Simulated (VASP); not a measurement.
Write the native input for VASP 6.6.1 that does the following.

```
Task                   : single point
Functional             : PBE
Potentials or basis    : VASP PAW PBE potentials, release 64 (Mg, Zn, S)
Cutoff                 : 520 eV
k mesh                 : 4 × 4 × 2
Occupations            : gaussian, width 0.1 eV
Spin                   : no spin polarisation
Dipole correction      : no
Further INCAR settings : ALGO = Normal; EDIFF = 1e-07; NBANDS = 26
```

The structure of Mg2ZnS3 lies in POSCAR:

```
Mg2ZnS3
1.0
    3.5730750563      0.0000000000      0.0000000000
    0.0000000000      3.5730750563      0.0000000000
    0.0000000000      0.0000000000     10.5529665841
Mg Zn S
2 1 3
Direct
    0.0000000000      0.0000000000      0.7814887950
    0.0000000000      0.0000000000      0.2185112050
    0.5000000000      0.5000000000      0.5000000000
    0.0000000000      0.0000000000      0.0000000000
    0.5000000000      0.5000000000      0.2921029346
    0.5000000000      0.5000000000      0.7078970654
```

One way to write it, as run:

INCAR

```
PREC = Accurate
ENCUT = 520
EDIFF = 1E-7
ISMEAR = 0
SIGMA = 0.1
LREAL = False
LASPH = True
NELM = 80
ALGO = Normal
ISIF = 2
LWAVE = False
LCHARG = False
GGA = PE
NBANDS = 26
```

KPOINTS

```
regular mesh
0
Gamma
  4 4 2
```

Potentials or basis: VASP PAW PBE potentials, release 64 (Mg, Zn, S).

Launch:

```console
$ cat potpaw_PBE.64/Mg/POTCAR potpaw_PBE.64/Zn/POTCAR potpaw_PBE.64/S/POTCAR > POTCAR
$ mpirun -np 1 vasp_std > vasp.out
```

It gave:

| Item | Value |
| --- | --- |
| Pressure | 0.0 GPa |
| Largest force | 0.034 eV/Å |
| Band gap on the k mesh | zero (band 17 reaches 3.37 eV, above the bottom of band 18 at 3.23 eV) |

Caveat: the k points lie up to 0.44 Å⁻¹ apart.

Wall time 73 s on 1 thread of Intel(R) Xeon(R) Platinum 8259CL CPU @ 2.50GHz (Skylake/Cascade Lake), on a shared host, peak memory 0.24 GiB.
